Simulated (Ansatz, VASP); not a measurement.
One calculation of NaCaBr3, two programs

POSCAR

```
NaCaBr3
1.0
    5.5261502491      0.0000000000      0.0000000000
    0.0000000000      5.5261502491      0.0000000000
    0.0000000000      0.0000000000      5.5261502491
Na Ca Br
1 1 3
Direct
    0.0000000000      0.0000000000      0.0000000000
    0.5000000000      0.5000000000      0.5000000000
    0.5000000000      0.5000000000      0.0000000000
    0.5000000000      0.0000000000      0.5000000000
    0.0000000000      0.5000000000      0.5000000000
```

The input INCAR.step1:

```
PREC = Accurate ; ENCUT = 520
ISMEAR = 0 ; SIGMA = 0.01
LREAL = False ; LASPH = True
NELM = 80 ; NBANDS = 27
GGA = PE ; ALGO = Normal
EDIFF = 1E-4 ; LWAVE = True
LCHARG = False
```

The input INCAR.step2:

```
PREC = Accurate ; ENCUT = 520
EDIFF = 1E-6 ; ISMEAR = 0
SIGMA = 0.01 ; LREAL = False
LASPH = True ; NELM = 80
ALGO = Normal ; ISIF = 2
LWAVE = False ; LCHARG = False
METAGGA = R2SCAN ; LMIXTAU = True
NBANDS = 27 ; ISTART = 1
```

Contents of KPOINTS:

```
regular mesh
0
Gamma
  4 4 4
```

Input for Ansatz:

```yaml
crystal:
  lattice:
    - [5.5261502491, 0.0, 0.0]
    - [0.0, 5.5261502491, 0.0]
    - [0.0, 0.0, 5.5261502491]
  atoms:
    - { symbol: Na, position: [0.0, 0.0, 0.0] }
    - { symbol: Ca, position: [0.5, 0.5, 0.5] }
    - { symbol: Br, position: [0.5, 0.5, 0.0] }
    - { symbol: Br, position: [0.5, 0.0, 0.5] }
    - { symbol: Br, position: [0.0, 0.5, 0.5] }
kpoints:
  mp_grid: { grid: [4, 4, 4] }
hamiltonian:
  xc: r2scan
scf:
  occupations: { method: fixed }
  n_extra_bands: 5
output:
  forces: true
  stress: true
  eigenvalues: true
```

Alike in both runs: task single point; functional r2SCAN; k mesh 4 × 4 × 4; no spin polarisation.

|  | VASP | Ansatz |
| --- | --- | --- |
| version | VASP 6.6.1 | Ansatz 0.2.0 |
| potentials or method | VASP PAW PBE potentials, release 64 (Na_pv, Ca_sv, Br) | plane waves, PAW |
| plane-wave cutoff (eV) | 520 | 500 |
| occupations | gaussian, width 0.01 eV | fixed |
| valence electrons in the cell | 38 | 40 |

Ansatz gave:

| Item | Value |
| --- | --- |
| gap on the k mesh at the Fermi level (eV) | 3.81 |
| pressure (GPa) | 1.6 |

Problem. Which values does VASP return?

Solution. gap on the k mesh at the Fermi level (eV): 3.81; pressure (GPa): 1.7.

VASP's potentials were made for PBE, not for r2SCAN. VASP's potentials hold 38 valence electrons a cell and Ansatz's 40, so a difference there can come from the potentials and not from the codes.
